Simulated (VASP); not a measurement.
Input of a VASP 6.6.1 run:

Contents of INCAR:

```
SYSTEM = MnO2
PREC = Accurate
ENCUT = 1340
EDIFF = 1E-6
ISMEAR = -1
SIGMA = 0.05
LREAL = .False.
LASPH = .True.
NELM = 120
ALGO = Normal
ISIF = 2
LWAVE = .False.
LCHARG = .False.
GGA = PE
NBANDS = 36
GGA_COMPAT = .False.
```

KPOINTS

```
Automatic mesh
0
Gamma
  6 6 10
  0 0 0
```

File POSCAR:

```
MnO2
1.0
    4.3983000000      0.0000000000      0.0000000000
    0.0000000000      4.3983000000      0.0000000000
    0.0000000000      0.0000000000      2.8730000000
Mn O
2 4
Direct
    0.0000000000      0.0000000000      0.0000000000
    0.5000000000      0.5000000000      0.5000000000
    0.3051500000      0.3051500000      0.0000000000
    0.1948500000      0.8051500000      0.5000000000
    0.6948500000      0.6948500000      0.0000000000
    0.8051500000      0.1948500000      0.5000000000
```

Potentials or basis: VASP PAW PBE potentials, release 64 (Mn_sv, O_h).

The run is started by

```bash
$ cat potpaw_PBE.64/Mn_sv/POTCAR potpaw_PBE.64/O_h/POTCAR > POTCAR
$ mpirun -np 1 vasp_std > vasp.out
```

Problem. What does it give for the pressure?

Solution. -7.0 GPa.

Problem. Predict the largest force.

Solution. 0.259 eV/Å.

Problem. What does it give for the band gap on the k mesh?

Solution. Zero (bands 27 and 28 overlap by 0.94 eV).

Stress tensor (GPa, compression positive):
```
 -4.82   0.00   0.00
  0.00  -4.82   0.00
  0.00   0.00 -11.38
```

Caveat: the stress differs along the axes, from -11 to -5 GPa; the run has no spin polarisation, though such a crystal can be magnetic; semilocal functionals often make such compounds metallic where correlation or magnetic order opens a gap, which also shifts bond lengths. Spin polarisation is off, so any magnetic state and its effect on volume and gap are missing.
